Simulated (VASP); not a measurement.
InW8C8: single point with PBE

InW8C8, a slab with vacuum:

```
W C In
1.0
     5.80060    0.00000    0.00000
    -2.90030    5.02347    0.00000
     0.00000    0.00000   15.24665
W C In
8 8 1
Direct
  0.00000 0.00000 0.06559
  0.99906 0.00102 0.24958
  0.00000 0.50000 0.06559
  0.99915 0.50029 0.25497
  0.50000 0.00000 0.06559
  0.49955 0.00038 0.25507
  0.50000 0.50000 0.06559
  0.49857 0.50135 0.25558
  0.33472 0.16692 0.15215
  0.32459 0.16727 0.32966
  0.33422 0.66603 0.15188
  0.32680 0.67178 0.32823
  0.83335 0.16665 0.15183
  0.83231 0.16790 0.33026
  0.83311 0.66534 0.15211
  0.83262 0.67500 0.32981
  0.98368 0.00490 0.45078
```

```yaml
Program: VASP 6.6.1
Task: single point
Functional: PBE
Potentials_or_basis: VASP PAW PBE potentials, release 64 (W_sv, C, In_d)
Cutoff: 520 eV
k_mesh: 3 × 3 × 1
Occupations: gaussian, width 0.05 eV
Spin: no spin polarisation
Dipole_correction: no
Further_INCAR_settings: LREAL = Auto; ALGO = Normal; EDIFF = 1e-06; NBANDS = 92
```

* Largest force: 0.532 eV/Å
* Band gap on the k mesh: zero (an odd number of electrons rules out a gap without spin polarisation)

Forces in eV/Å, atoms in the order of the input:
```
W    0.024 -0.013 -0.531
W   -0.005  0.002 -0.040
W   -0.022  0.015  0.108
W   -0.010  0.000 -0.029
W   -0.018  0.013  0.111
W   -0.006  0.003 -0.026
W    0.029 -0.013  0.080
W   -0.003 -0.001 -0.032
C   -0.005  0.003  0.003
C    0.008  0.003  0.091
C   -0.003  0.002  0.004
C    0.012  0.004  0.087
C    0.000  0.000  0.004
C    0.003  0.001  0.078
C   -0.004  0.002  0.003
C    0.004 -0.005  0.088
In  -0.005 -0.016  0.000
```

Levels at points of the mesh, in eV from the Fermi level:
```tsv
k point	band 77	band 78	band 79	band 80	band 81	band 82
(0.00, 0.00, 0.00)	0.28	0.30	0.36	0.58	0.60	1.11
```

Run time: 8.3 min on 1 thread of Intel(R) Xeon(R) Platinum 8559C (Emerald Rapids) (shared host), peak memory 0.64 GiB.

Caveat: the k points lie up to 0.42 Å⁻¹ apart, too coarse for converged energies and pressures of a metal; spin-orbit coupling is left out, which moves the levels of the heavy elements.
